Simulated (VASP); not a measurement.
# Si12H3F in VASP: a series of runs, part 2 of 2

VASP 6.6.1.

### Step 3. Single point, PBEsol

File INCAR:

```
SYSTEM = Si12H3F
  PREC = Accurate
  ENCUT = 520
  EDIFF = 1E-6
  ISMEAR = 0
  SIGMA = 0.02
  LREAL = Auto
  LASPH = .True.
  NELM = 80
  ALGO = Normal
  ISIF = 2
  LWAVE = .False.
  LCHARG = .False.
  GGA = PS
  NBANDS = 80
```

File KPOINTS:

```
regular mesh
0
Gamma
  2 2 1
  0 0 0
```

File POSCAR:

```
Si12H3F
1.0
   11.5187690000      0.0000000000      0.0000000000
    3.8395900000      6.6503650000      0.0000000000
    0.0000000000      0.0000000000     16.4187650000
H Si F
6 24 2
Direct
    0.1111111200      0.1666666600      0.0609059200
    0.4444444600      0.1666666600      0.0609059200
    0.7777778100      0.1666666600      0.0609059200
    0.1111111200      0.6666666300      0.0609059200
    0.4444444600      0.6666666300      0.0609059200
    0.7777778100      0.6666666300      0.0609059200
    0.1111111200      0.1666666600      0.1522648000
    0.4444444600      0.1666666600      0.1522648000
    0.7777778100      0.1666666600      0.1522648000
    0.1111111200      0.6666666300      0.1522648000
    0.4444444600      0.6666666300      0.1522648000
    0.7777778100      0.6666666300      0.1522648000
   -0.1132852883      0.3308735553      0.1980318762
    0.2257157457      0.3372524985      0.2014562568
    0.5581276266      0.3372792511      0.1995019989
   -0.1107416007      0.8288500701      0.1997608352
    0.2193153873      0.8320786124      0.1990942937
    0.5580248253      0.8390566961      0.2028369530
   -0.1561407813      0.2962366142      0.3343426240
    0.1600633262      0.2558984392      0.3820706090
    0.4963961937      0.2443544769      0.3801822786
   -0.1375504631      0.7684870829      0.3387610971
    0.1847130925      0.7801371065      0.3354036289
    0.4945163891      0.7621862288      0.3558599072
   -0.0424403020     -0.0400276385      0.3807885037
    0.2890094130     -0.0843534795      0.4183927070
    0.6245906331     -0.0927482193      0.3362284892
   -0.0622316778      0.4597697218      0.4085751482
    0.2701186450      0.4204699142      0.3350197198
    0.6065561108      0.4109269018      0.3335311296
    0.9694640626     -0.0223196566      0.4789243264
    0.4863727203      0.2276714037      0.4783460856
```

Potentials or basis: VASP PAW PBE potentials, release 64 (H, Si, F).

Launch:

```
cat potpaw_PBE.64/H/POTCAR potpaw_PBE.64/Si/POTCAR potpaw_PBE.64/F/POTCAR > POTCAR
mpirun -np 1 vasp_std > vasp.out
```

OUTCAR:

```text
SYSTEM = Si12H3F
   PREC = Accurate
   ENCUT = 520
   EDIFF = 1E-6
   ISMEAR = 0
   LREAL = Auto
   LASPH = .True.
   NELM = 80
   ISIF = 2
   GGA = PS

 ion  position               nearest neighbor table
   1  0.111  0.167  0.061-   7 1.50
   2  0.444  0.167  0.061-   8 1.50
   3  0.778  0.167  0.061-   9 1.50
   4  0.111  0.667  0.061-  10 1.50
   5  0.444  0.667  0.061-  11 1.50
   6  0.778  0.667  0.061-  12 1.50
   7  0.111  0.167  0.152-   1 1.50  17 2.35  13 2.36  14 2.42
   8  0.444  0.167  0.152-   2 1.50  14 2.33  18 2.33  15 2.40
   9  0.778  0.167  0.152-   3 1.50  13 2.30  15 2.32  16 2.38
[... 557 lines left out ...]
  in kB       -8.6729208     -4.8335395      2.5526905     -0.8568361     -0.0149678      0.2602497
  external PRESSURE =      -3.6512566 kB  Pullay stress =       0.0000000 kB

 VOLUME and BASIS-vectors are now :
 -----------------------------------------------------------------------------
  energy-cutoff  :      520.00
  volume of cell :     1257.74
      direct lattice vectors                 reciprocal lattice vectors
    11.518769000  0.000000000  0.000000000     0.086814832 -0.050122567  0.000000000
     3.839590000  6.650365000  0.000000000     0.000000000  0.150367687  0.000000000
     0.000000000  0.000000000 16.418765000     0.000000000  0.000000000  0.060905921

 POSITION                                       TOTAL-FORCE (eV/Angst)
 -----------------------------------------------------------------------------------
      1.91979      1.10839      1.00000         0.116292      0.087171     -0.060281
      5.75938      1.10839      1.00000         0.106247     -0.008543     -0.149946
      9.59897      1.10839      1.00000        -0.143502     -0.205151     -0.198735
      3.83959      4.43358      1.00000        -0.167247     -0.050022     -0.186868
      7.67918      4.43358      1.00000         0.075554      0.265046     -0.141331
     11.51877      4.43358      1.00000        -0.134341     -0.087666     -0.155980
[... 24 lines left out ...]
     14.92092      6.50193      7.86335         0.022977      0.014033      0.188070
      6.47658      1.51410      7.85385        -0.025964     -0.013691      0.216516
 -----------------------------------------------------------------------------------
    total drift:                               -0.001594      0.000965      0.047715

  FREE ENERGIE OF THE ION-ELECTRON SYSTEM (eV)
  ---------------------------------------------------
  free  energy   TOTEN  =      -161.7617618586 eV

  energy  without entropy=     -161.7617618586  energy(sigma->0) =     -161.76176186
```

stdout:

```text
POSCAR found type information on POSCAR H SiF
 POSCAR found :  3 types and      32 ions
 scaLAPACK will be used
 -----------------------------------------------------------------------------
|                                                                             |
|                                                                             |
|     You enforced a specific xc type in the INCAR file but a different       |
|     I HOPE YOU KNOW WHAT YOU ARE DOING!                                     |
|                                                                             |
 -----------------------------------------------------------------------------

 LDA part: xc-table for (Slater+PW92), standard interpolation
 POSCAR, INCAR and KPOINTS ok, starting setup
 FFT: planning ... GRIDC
 FFT: planning ... GRID_SOFT
 FFT: planning ... GRID
 WAVECAR not read
 entering main loop
```

It took 15 min on 1 thread of Intel Xeon 6975P-C (Granite Rapids), shared host; peak memory 1.4 GiB.

Results:

```
Free energy            : -161.7618 eV
Largest force          : 1.026 eV/Å
Band gap on the k mesh : 0.72 eV
```

Forces in eV/Å, atoms in the order of the input:
```
H    0.116  0.087 -0.060
H    0.106 -0.009 -0.150
H   -0.144 -0.205 -0.199
H   -0.167 -0.050 -0.187
H    0.076  0.265 -0.141
H   -0.134 -0.088 -0.156
Si   0.017  0.077  1.023
Si   0.277  0.309  0.319
Si  -0.036 -0.280 -0.386
Si  -0.095 -0.098 -0.494
Si  -0.032  0.141  0.548
Si   0.011 -0.146 -0.154
Si   0.005  0.001 -0.004
Si  -0.002 -0.004  0.008
Si  -0.003 -0.002  0.004
Si   0.003  0.005  0.001
Si   0.008  0.002 -0.001
Si  -0.007 -0.005  0.002
Si  -0.001  0.001  0.006
Si   0.002 -0.005 -0.005
Si   0.026  0.012 -0.211
Si  -0.003 -0.003 -0.005
Si   0.001  0.000  0.001
Si   0.005 -0.004 -0.004
Si  -0.025 -0.013 -0.181
Si  -0.007  0.001  0.017
Si   0.006  0.001 -0.002
Si  -0.008  0.007  0.007
Si   0.003  0.005 -0.003
Si   0.007 -0.001  0.001
F    0.023  0.014  0.188
F   -0.026 -0.014  0.217
```

Caveat: there is no dipole correction, which matters where the two faces differ; semilocal functionals underestimate gaps, and a narrow one can read as zero; the PAW data sets were made with another functional, which shifts forces and pressure a little.
